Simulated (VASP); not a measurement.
# CaO (kat) (Fm-3m) in VASP: a series of runs, part 2 of 2

VASP 6.6.1.

## (3) Relaxation of the atoms, LDA (strained cell)

INCAR

```
PREC = Accurate ; ENCUT = 520
EDIFF = 1E-7 ; ISMEAR = 0
SIGMA = 0.02 ; LREAL = False
LASPH = True ; NELM = 100
ALGO = Normal ; ISIF = 2
LWAVE = False ; LCHARG = False
IBRION = 2 ; NSW = 60
EDIFFG = -0.002
```

KPOINTS

```
regular mesh
0
Gamma
  8 8 8
```

POSCAR

```
CaO
1.0
    0.0000000000      2.3976771510      2.3976771510
    2.3976771510      0.0000000000      2.3976771510
    2.3976771510      2.3976771510      0.0000000000
Ca O
1 1
Direct
    0.0000000000      0.0000000000      0.0000000000
    0.5000000000      0.5000000000      0.5000000000
```

Potentials or basis: VASP PAW LDA potentials, release 64 (Ca_sv, O).

On the command line:

```console
> cat potpaw_LDA.64/Ca_sv/POTCAR potpaw_LDA.64/O/POTCAR > POTCAR
> mpirun -np 1 vasp_std > vasp.out
```

OUTCAR:

```text
PREC = Accurate
   ENCUT = 520
   EDIFF = 1E-7
   ISMEAR = 0
   LREAL = False
   LASPH = True
   NELM = 100
   ISIF = 2
   IBRION = 2
   NSW = 60
   EDIFFG = -0.002

 ion  position               nearest neighbor table
   1  0.000  0.000  0.000-   2 2.40   2 2.40   2 2.40   2 2.40   2 2.40   2 2.40
   2  0.500  0.500  0.500-   1 2.40   1 2.40   1 2.40   1 2.40   1 2.40   1 2.40

  LATTYP: Found a face centered cubic cell.
 ALAT       =     4.7953543020

  Lattice vectors:

 A1 = (   0.0000000000,   2.3976771510,   2.3976771510)
 A2 = (   2.3976771510,   0.0000000000,   2.3976771510)
 A3 = (   2.3976771510,   2.3976771510,   0.0000000000)

Analysis of symmetry for initial positions (statically):
=====================================================================
 Subroutine PRICEL returns:
 Original cell was already a primitive cell.

 Routine SETGRP: Setting up the symmetry group for a
 face centered cubic supercell.

 Subroutine GETGRP returns: Found 48 space group operations
 (whereof 48 operations were pure point group operations)
 out of a pool of 48 trial point group operations.

The static configuration has the point symmetry O_h .

Analysis of symmetry for dynamics (positions and initial velocities):
=====================================================================
 Subroutine PRICEL returns:
 Original cell was already a primitive cell.

 Routine SETGRP: Setting up the symmetry group for a
 face centered cubic supercell.

 Subroutine GETGRP returns: Found 48 space group operations
 (whereof 48 operations were pure point group operations)
 out of a pool of 48 trial point group operations.

The dynamic configuration has the point symmetry O_h .

 Subroutine INISYM returns: Found 48 space group operations
 (whereof 48 operations are pure point group operations),
 and found     1 'primitive' translations

----------------------------------------------------------------------------------------

                                     Primitive cell

  volume of cell :      27.5678

  direct lattice vectors                    reciprocal lattice vectors
     0.000000000  2.397677151  2.397677151    -0.208535165  0.208535165  0.208535165
     2.397677151  0.000000000  2.397677151     0.208535165 -0.208535165  0.208535165
     2.397677151  2.397677151  0.000000000     0.208535165  0.208535165 -0.208535165

  length of vectors
     3.390827545  3.390827545  3.390827545     0.361193501  0.361193501  0.361193501

  position of ions in fractional coordinates (direct lattice)
     0.000000000  0.000000000  0.000000000
     0.500000000  0.500000000  0.500000000

  ion indices of the primitive-cell ions
   primitive index   ion index
                 1           1
                 2           2

----------------------------------------------------------------------------------------

 KPOINTS: regular mesh

Automatic generation of k-mesh.
 Grid dimensions read from file:
 generate k-points for:    8    8    8

 Generating k-lattice:

  Cartesian coordinates                     Fractional coordinates (reciprocal lattice)
    -0.026066896  0.026066896  0.026066896     0.125000000  0.000000000  0.000000000
     0.026066896 -0.026066896  0.026066896     0.000000000  0.125000000  0.000000000
     0.026066896  0.026066896 -0.026066896     0.000000000  0.000000000  0.125000000
[... 42 lines left out ...]
   dimension x,y,z NGX =    28 NGY =   28 NGZ =   28
   dimension x,y,z NGXF=    56 NGYF=   56 NGZF=   56
   ions per type =               1   1
   NGX,Y,Z   is equivalent  to a cutoff of  13.73, 13.73, 13.73 a.u.
   NGXF,Y,Z  is equivalent  to a cutoff of  27.46, 27.46, 27.46 a.u.
 SYSTEM =  unknown system
   PREC   = accura    normal or accurate (medium, high low for compatibility)
   ISTART =      0    job   : 0-new  1-cont  2-samecut
   ICHARG =      2    charge: 1-file 2-atom 10-const
   ISPIN  =      1    spin polarized calculation?
   LNONCOLLINEAR =      F non collinear calculations
   LSORBIT =      F    spin-orbit coupling
   LASPH  =      T    aspherical Exc in radial PAW
   ENCUT  =  520.0 eV  38.22 Ry    6.18 a.u.   6.30  6.30  6.30*2*pi/ulx,y,z
   NELM   =    100;   NELMIN=  2; NELMDL= -5     # of ELM steps
   EDIFF  = 0.1E-06   stopping-criterion for ELM
   LREAL  =      F    real-space projection
   EDIFFG = -.2E-02   stopping-criterion for IOM
   NSW    =     60    number of steps for IOM
   IBRION =      2    ionic relax: 0-MD 1-quasi-New 2-CG
   NFREE  =      1    steps in history (QN), initial steepest desc. (CG)
   ISIF   =      2    stress and relaxation
   ISYM   =      2    0-nonsym 1-usesym 2-fastsym
   POTIM  = 0.5000    time-step for ionic-motion
   TEBEG  =    0.0;   TEEND  =   0.0 temperature during run
   PSTRESS=    0.0 pullay stress
   NELECT =      16.0000    total number of electrons
   NUPDOWN=      -1.0000    fix difference up-down
   EMIN   =  10.00;   EMAX   =-10.00  energy-range for DOS
   EFERMI =   0.00;   METHOD = LEGACY
   ISMEAR =     0;   SIGMA  =   0.02  broadening in eV -4-tet -1-fermi 0-gaus
   EFERMI_NEDOS =   21; number of points for ismear=-14 and -15
   IALGO  =     38    algorithm
   IMIX   =      4    mixing-type and parameters
     AMIX     =   0.40;   BMIX     =  1.00
     AMIX_MAG =   1.60;   BMIX_MAG =  1.00
  volume/ion in A,a.u.               =      13.78        93.02
  Fermi-wavevector in a.u.,A,eV,Ry     =   1.365570  2.580554 25.371910  1.864783
  Thomas-Fermi vector in A             =   2.491787
   LORBIT       =      0    0 simple, 1 ext, 2 COOP (PROOUT), +10 PAW based schemes
   GGA     = CA    functional components
   LHFCALC =     F    Hartree Fock is set to
   AEXX    =    0.0000 exact exchange contribution
   IVDW    =     0    specifies the selected vdW correction
   LEPSILON=     F    determine dielectric tensor
   LRPA    =     F    only Hartree local field effects (RPA)
 conjugate gradient relaxation of ions
 non-spin polarized calculation
 Gauss-broadening in eV      SIGMA  =   0.02
  energy-cutoff  :      520.00
  volume of cell :       27.57
 maximum number of plane-waves:       754
 NGX is ok and might be reduce to    28
   NGX = 13   NGY = 13   NGZ = 13

 number of electron      15.9999997 magnetization

 Free energy of the ion-electron system (eV)
  ---------------------------------------------------
  ext. energy  EPLUGINS =         0.00000000
  ---------------------------------------------------
  free energy    TOTEN  =       -14.19933971 eV

  energy without entropy =      -14.19933971  energy(sigma->0) =      -14.19933971

 E-fermi :   2.2229     XC(G=0): -11.0635

 val. band max:        2.0538218383   @ k =   0.0000   0.0000   0.0000
 cond. band min:       5.5091997714   @ k =   0.5000   0.5000   0.0000
 fundamental gap:      3.4553779331
 Fermi energy:         2.2228800399

 k-point     1 :       0.0000    0.0000    0.0000
  band No.  band energies     occupation
      1     -34.9792      2.00000
      2     -16.0212      2.00000
      3     -16.0212      2.00000
      4     -16.0212      2.00000
      5     -13.1679      2.00000
      6       2.0538      2.00000
      7       2.0538      2.00000
      8       2.0538      2.00000
      9       6.6727      0.00000
     10       8.1787      0.00000
     11       8.1787      0.00000
     12       8.1787      0.00000
[... 331 lines left out ...]
 k-point    24 :      -0.3750    0.2500    0.1250
  band No.  band energies     occupation
      1     -34.8462      2.00000
      2     -16.9778      2.00000
      3     -16.2819      2.00000
      4     -16.1575      2.00000
      5     -12.1844      2.00000
      6      -0.0603      2.00000
      7       0.8966      2.00000
      8       0.9658      2.00000
      9       8.7232      0.00000
     10       8.7905      0.00000
     11      10.8150      0.00000
     12      11.0144      0.00000

 [... further k-points ...]

------------------------ aborting loop because EDIFF is reached ----------------------------------------

  FORCE on cell =-STRESS in cart. coord.  units (eV):
  Direction    XX          YY          ZZ          XY          YZ          ZX
  --------------------------------------------------------------------------------------
  -------------------------------------------------------------------------------------
  Total       -0.9507036     -0.9507036     -0.9507036      0.0000000     -0.0000000      0.0000000
  in kB      -55.2527119    -55.2527119    -55.2527119      0.0000000     -0.0000000      0.0000000
  external PRESSURE =     -55.2527119 kB  Pullay stress =       0.0000000 kB

 VOLUME and BASIS-vectors are now :
 -----------------------------------------------------------------------------
  energy-cutoff  :      520.00
  volume of cell :       27.57
      direct lattice vectors                 reciprocal lattice vectors
     0.000000000  2.397677151  2.397677151    -0.208535165  0.208535165  0.208535165
     2.397677151  0.000000000  2.397677151     0.208535165 -0.208535165  0.208535165
     2.397677151  2.397677151  0.000000000     0.208535165  0.208535165 -0.208535165

 POSITION                                       TOTAL-FORCE (eV/Angst)
 -----------------------------------------------------------------------------------
      0.00000      0.00000      0.00000         0.000000     -0.000000      0.000000
      2.39768      2.39768      2.39768        -0.000000      0.000000     -0.000000
 -----------------------------------------------------------------------------------
    total drift:                                0.000000      0.000000      0.000000

  FREE ENERGIE OF THE ION-ELECTRON SYSTEM (eV)
  ---------------------------------------------------
  free  energy   TOTEN  =       -14.1993397109 eV

  energy  without entropy=      -14.1993397109  energy(sigma->0) =      -14.19933971

 reached required accuracy - stopping structural energy minimisation
```

CONTCAR:

```text
CaO
   1.00000000000000
     0.0000000000000000    2.3976771509999999    2.3976771509999999
     2.3976771509999999    0.0000000000000000    2.3976771509999999
     2.3976771509999999    2.3976771509999999    0.0000000000000000
  Ca              O
     1     1
Direct
     0.0000000000000000    0.0000000000000000    0.0000000000000000
     0.5000000000000000    0.5000000000000000    0.5000000000000000

  0.00000000E+00  0.00000000E+00  0.00000000E+00
  0.00000000E+00  0.00000000E+00  0.00000000E+00
```

Wall time 5.4 s (1 thread of Intel Xeon 6975P-C (Granite Rapids), shared host); peak memory 0.14 GiB.

Results:

* Free energy: -14.1993 eV
* Pressure after relaxing: -5.5 GPa
* Band gap on the k mesh: 3.46 eV, indirect (least direct gap 3.83 eV)

Final structure:
```
CELL_PARAMETERS angstrom
0.00000 2.39768 2.39768
2.39768 0.00000 2.39768
2.39768 2.39768 0.00000
ATOMIC_POSITIONS crystal
Ca 0.00000 0.00000 0.00000
O 0.50000 0.50000 0.50000
```

Caveat: the cell differs from its parent crystal (strained cell); the relaxation stopped at its first step, so nothing moved. A k mesh can miss the band edges.
